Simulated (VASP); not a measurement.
# Sb (Pm-3m) in VASP: single point with PBEsol

Aim: the single point of Sb with PBEsol.

Everything below comes from runs of VASP 6.6.1. Logs are shortened: lines on timing, memory, paths and dates and some standing lists are left out, and cuts for length are marked.

### Step 1. The cell of the first run

The structure is cubic, space group Pm-3m (No. 221). The conventional cell has a = 3.062 Å, b = 3.062 Å, c = 3.062 Å, α = 90.00°, β = 90.00°, γ = 90.00°. Sb (site symmetry m-3m) has 6 Sb at 3.06 Å within 4.0 Å.

### Step 2. Single point, PBEsol

File INCAR:

```
SYSTEM = Sb
  PREC = Accurate
  ENCUT = 500
  EDIFF = 1E-6
  ISMEAR = 0
  SIGMA = 0.1
  LREAL = .FALSE.
  LASPH = .TRUE.
  NELM = 120
  ALGO = Normal
  ISIF = 2
  LWAVE = .FALSE.
  LCHARG = .TRUE.
  GGA = PS
  LELF = .TRUE.
  LVHAR = .TRUE.
  NBANDS = 8
  GGA_COMPAT = .FALSE.
```

File KPOINTS:

```
Automatic mesh
0
G
  6 6 6
  0 0 0
```

File POSCAR:

```
Sb
1.0
    3.0616480552      0.0000000000      0.0000000000
    0.0000000000      3.0616480552      0.0000000000
    0.0000000000      0.0000000000      3.0616480552
Sb
1
Direct
    0.0000000000      0.0000000000      0.0000000000
```

Potentials or basis: VASP PAW PBE potentials, release 64 (Sb).

Run with:

```sh
> cat potpaw_PBE.64/Sb/POTCAR > POTCAR
> mpirun -np 1 vasp_std > vasp.out
```

OUTCAR:

```text
SYSTEM = Sb
   PREC = Accurate
   ENCUT = 500
   EDIFF = 1E-6
   ISMEAR = 0
   LREAL = .FALSE.
   LASPH = .TRUE.
   NELM = 120
   ISIF = 2
   GGA = PS

 ion  position               nearest neighbor table
   1  0.000  0.000  0.000-

  LATTYP: Found a simple cubic cell.
 ALAT       =     3.0616480552

  Lattice vectors:

 A1 = (   3.0616480552,   0.0000000000,   0.0000000000)
 A2 = (   0.0000000000,   3.0616480552,   0.0000000000)
 A3 = (   0.0000000000,   0.0000000000,   3.0616480552)

Analysis of symmetry for initial positions (statically):
=====================================================================
 Subroutine PRICEL returns:
 Original cell was already a primitive cell.

 Routine SETGRP: Setting up the symmetry group for a
 simple cubic supercell.

 Subroutine GETGRP returns: Found 48 space group operations
 (whereof 48 operations were pure point group operations)
 out of a pool of 48 trial point group operations.

The static configuration has the point symmetry O_h .

Analysis of symmetry for dynamics (positions and initial velocities):
=====================================================================
 Subroutine PRICEL returns:
 Original cell was already a primitive cell.

 Routine SETGRP: Setting up the symmetry group for a
 simple cubic supercell.

 Subroutine GETGRP returns: Found 48 space group operations
 (whereof 48 operations were pure point group operations)
 out of a pool of 48 trial point group operations.

The dynamic configuration has the point symmetry O_h .

 Subroutine INISYM returns: Found 48 space group operations
 (whereof 48 operations are pure point group operations),
 and found     1 'primitive' translations

----------------------------------------------------------------------------------------

                                     Primitive cell

  volume of cell :      28.6989

  direct lattice vectors                    reciprocal lattice vectors
     3.061648055  0.000000000  0.000000000     0.326621474  0.000000000  0.000000000
     0.000000000  3.061648055  0.000000000     0.000000000  0.326621474  0.000000000
     0.000000000  0.000000000  3.061648055     0.000000000  0.000000000  0.326621474

  length of vectors
     3.061648055  3.061648055  3.061648055     0.326621474  0.326621474  0.326621474

  position of ions in fractional coordinates (direct lattice)
[... 72 lines left out ...]
   EDIFF  = 0.1E-05   stopping-criterion for ELM
   LREAL  =      F    real-space projection
   EDIFFG = 0.1E-04   stopping-criterion for IOM
   NSW    =      0    number of steps for IOM
   IBRION =     -1    ionic relax: 0-MD 1-quasi-New 2-CG
   NFREE  =      0    steps in history (QN), initial steepest desc. (CG)
   ISIF   =      2    stress and relaxation
   ISYM   =      2    0-nonsym 1-usesym 2-fastsym
   POTIM  = 0.5000    time-step for ionic-motion
   TEBEG  =    0.0;   TEEND  =   0.0 temperature during run
   PSTRESS=    0.0 pullay stress
   NELECT =       5.0000    total number of electrons
   NUPDOWN=      -1.0000    fix difference up-down
   EMIN   =  10.00;   EMAX   =-10.00  energy-range for DOS
   EFERMI =   0.00;   METHOD = LEGACY
   ISMEAR =     0;   SIGMA  =   0.10  broadening in eV -4-tet -1-fermi 0-gaus
   EFERMI_NEDOS =   21; number of points for ismear=-14 and -15
   IALGO  =     38    algorithm
   IMIX   =      4    mixing-type and parameters
     AMIX     =   0.40;   BMIX     =  1.00
     AMIX_MAG =   1.60;   BMIX_MAG =  1.00
  volume/ion in A,a.u.               =      28.70       193.67
  Fermi-wavevector in a.u.,A,eV,Ry     =   0.914344  1.727859 11.374807  0.836025
  Thomas-Fermi vector in A             =   2.038960
   LORBIT       =      0    0 simple, 1 ext, 2 COOP (PROOUT), +10 PAW based schemes
   GGA     = PS    functional components
   LHFCALC =     F    Hartree Fock is set to
   AEXX    =    0.0000 exact exchange contribution
   IVDW    =     0    specifies the selected vdW correction
   LEPSILON=     F    determine dielectric tensor
   LRPA    =     F    only Hartree local field effects (RPA)
 non-spin polarized calculation
 Gauss-broadening in eV      SIGMA  =   0.10
  energy-cutoff  :      500.00
  volume of cell :       28.70
 maximum number of plane-waves:       740
 NGX is ok and might be reduce to    24
   NGX = 11   NGY = 11   NGZ = 11

 number of electron       4.9999999 magnetization

 Free energy of the ion-electron system (eV)
  ---------------------------------------------------
  ext. energy  EPLUGINS =         0.00000000
  ---------------------------------------------------
  free energy    TOTEN  =        -4.55667314 eV

  energy without entropy =       -4.55290476  energy(sigma->0) =       -4.55478895

 E-fermi :   7.7618     XC(G=0):  -9.9135

 val. band max:        7.6904225521   @ k =   0.1667   0.1667   0.0000
 cond. band min:       7.8331417306   @ k =   0.5000   0.3333   0.3333
 fundamental gap:      0.1427191785
 Fermi energy:         7.7617790182

 k-point     1 :       0.0000    0.0000    0.0000
  band No.  band energies     occupation
      1      -5.2181      2.00000
      2      10.8452      0.00000
      3      10.8452      0.00000
      4      10.8452      0.00000
      5      14.4762      0.00000
      6      14.4762      0.00000
      7      15.8623      0.00000
      8      25.4423      0.00000
[... 199 lines left out ...]
 k-point    20 :       0.5000    0.5000    0.5000
  band No.  band energies     occupation
      1       3.1744      2.00000
      2       5.8013      2.00000
      3       5.8013      2.00000
      4       5.8013      2.00000
      5      12.2423      0.00000
      6      12.2423      0.00000
      7      12.2423      0.00000
      8      14.2153      0.00000

------------------------ aborting loop because EDIFF is reached ----------------------------------------

  FORCE on cell =-STRESS in cart. coord.  units (eV):
  Direction    XX          YY          ZZ          XY          YZ          ZX
  --------------------------------------------------------------------------------------
  -------------------------------------------------------------------------------------
  Total        0.0323141      0.0323141      0.0323141      0.0000000     -0.0000000     -0.0000000
  in kB        1.8040001      1.8040001      1.8040001      0.0000000     -0.0000000     -0.0000000
  external PRESSURE =       1.8040001 kB  Pullay stress =       0.0000000 kB

 VOLUME and BASIS-vectors are now :
 -----------------------------------------------------------------------------
  energy-cutoff  :      500.00
  volume of cell :       28.70
      direct lattice vectors                 reciprocal lattice vectors
     3.061648055  0.000000000  0.000000000     0.326621474  0.000000000  0.000000000
     0.000000000  3.061648055  0.000000000     0.000000000  0.326621474  0.000000000
     0.000000000  0.000000000  3.061648055     0.000000000  0.000000000  0.326621474

 POSITION                                       TOTAL-FORCE (eV/Angst)
 -----------------------------------------------------------------------------------
      0.00000      0.00000      0.00000         0.000000      0.000000      0.000000
 -----------------------------------------------------------------------------------
    total drift:                                0.000000      0.000000      0.000000

  FREE ENERGIE OF THE ION-ELECTRON SYSTEM (eV)
  ---------------------------------------------------
  free  energy   TOTEN  =        -4.5566731425 eV

  energy  without entropy=       -4.5529047594  energy(sigma->0) =       -4.55478895
```

stdout:

```text
POSCAR found type information on POSCAR Sb
 POSCAR found :  1 types and       1 ions
 scaLAPACK will be used
 -----------------------------------------------------------------------------
|                                                                             |
|                                                                             |
|     You enforced a specific xc type in the INCAR file but a different       |
|     I HOPE YOU KNOW WHAT YOU ARE DOING!                                     |
|                                                                             |
 -----------------------------------------------------------------------------

 LDA part: xc-table for (Slater+PW92), standard interpolation
 POSCAR, INCAR and KPOINTS ok, starting setup
 FFT: planning ... GRIDC
 FFT: planning ... GRID_SOFT
 FFT: planning ... GRID
 WAVECAR not read
 entering main loop
```

Wall time 5 s (1 thread of AMD EPYC 9R45 (Zen 5), shared host); peak memory 0.1 GiB.

What came out:

```yaml
Free_energy: -4.5567 eV
Pressure: 0.2 GPa
```

Caveat: the PAW data sets were made with another functional, which shifts forces and pressure a little; spin-orbit coupling is left out, which moves the levels of the heavy elements.
